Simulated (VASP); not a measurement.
Set up this calculation in VASP 6.6.1, as the native input.

```
Task                   : single point
Functional             : PBEsol
Potentials or basis    : VASP PAW PBE potentials, release 64 (Ta_sv_GW, N)
Cutoff                 : 700 eV
k mesh                 : 6 × 6 × 9
Occupations            : gaussian, width 0.1 eV
Spin                   : no spin polarisation
Dipole correction      : no
Further INCAR settings : ALGO = Normal; EDIFF = 1e-06; NBANDS = 36
```

The structure of TaN lies in POSCAR:

```
TaN
1.0
    5.1236603790      0.0000000000      0.0000000000
   -2.5618301895      4.4372200486      0.0000000000
    0.0000000000      0.0000000000      2.8996899345
Ta N
3 3
Direct
    0.0000000000      0.0000000000      0.0000000000
    0.3333333333      0.6666666667      0.5000000000
    0.6666666667      0.3333333333      0.5000000000
    0.5000000000      0.0000000000      0.0000000000
    0.0000000000      0.5000000000      0.0000000000
    0.5000000000      0.5000000000      0.0000000000
```

The input as run:

INCAR

```
SYSTEM = TaN
ALGO = Normal ; EDIFF = 1E-6
ENCUT = 700 ; GGA = PS
GGA_COMPAT = .False. ; ISIF = 2
ISMEAR = 0 ; LASPH = .True.
LCHARG = .True. ; LELF = .True.
LREAL = .False. ; LVHAR = .True.
LWAVE = .False. ; NBANDS = 36
NELM = 120 ; PREC = Accurate
SIGMA = 0.1
```

KPOINTS

```
k-points
0
Gamma
  6 6 9
  0 0 0
```

Potentials or basis: VASP PAW PBE potentials, release 64 (Ta_sv_GW, N).

Run with:

```sh
$ cat potpaw_PBE.64/Ta_sv_GW/POTCAR potpaw_PBE.64/N/POTCAR > POTCAR
$ mpirun -np 1 vasp_std > vasp.out
```

Results of the run:

The pressure is 10.2 GPa and the band gap on the k mesh is zero (bands 27 and 28 overlap by 2.14 eV).

Caveat: the cell stands under pressure; the PAW data sets were made with another functional, which shifts forces and pressure a little; spin-orbit coupling is left out, which moves the levels of the heavy elements.

Wall time 93 s on 1 thread of Intel(R) Xeon(R) 6975P-C (Granite Rapids), on a shared host, peak memory 0.31 GiB.
